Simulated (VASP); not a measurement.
A run of VASP 6.6.1 is set up as follows.

The input INCAR:

```
SYSTEM = Bi2Se3
PREC = Accurate
ENCUT = 600
EDIFF = 1E-6
ISMEAR = 0
SIGMA = 0.02
LREAL = .FALSE.
LASPH = .TRUE.
NELM = 80
ALGO = Normal
ISIF = 3
LWAVE = .FALSE.
LCHARG = .FALSE.
GGA = PE
IBRION = 2
NSW = 100
EDIFFG = -0.005
```

The input KPOINTS:

```
regular mesh
0
G
  6 6 6
  0 0 0
```

Contents of POSCAR:

```
Bi2Se3
1.0
    2.0952101487      1.2096701433     10.4336392274
   -2.0952101487      1.2096701433     10.4336392274
    0.0000000000     -2.4193402867     10.4336392274
Bi Se
2 3
Direct
    0.3956391243      0.3956391243      0.3956391243
    0.6043608757      0.6043608757      0.6043608757
    0.0000000000      0.0000000000      0.0000000000
    0.2211433265      0.2211433265      0.2211433265
    0.7788566735      0.7788566735      0.7788566735
```

Potentials or basis: VASP PAW PBE potentials, release 64 (Bi_d, Se).

Command:

```bash
$ cat potpaw_PBE.64/Bi_d/POTCAR potpaw_PBE.64/Se/POTCAR > POTCAR
$ mpirun -np 1 vasp_std > vasp.out
```

Predict the relaxed volume.

31.71 Å³/atom.

Estimate the space group after relaxing (to 0.05 Å).

R-3m (No. 166).

Forces in eV/Å, atoms in the order of the input:
```
Bi   0.000  0.000  0.003
Bi   0.000  0.000 -0.003
Se   0.000  0.000  0.000
Se   0.000  0.000 -0.002
Se   0.000  0.000  0.002
```
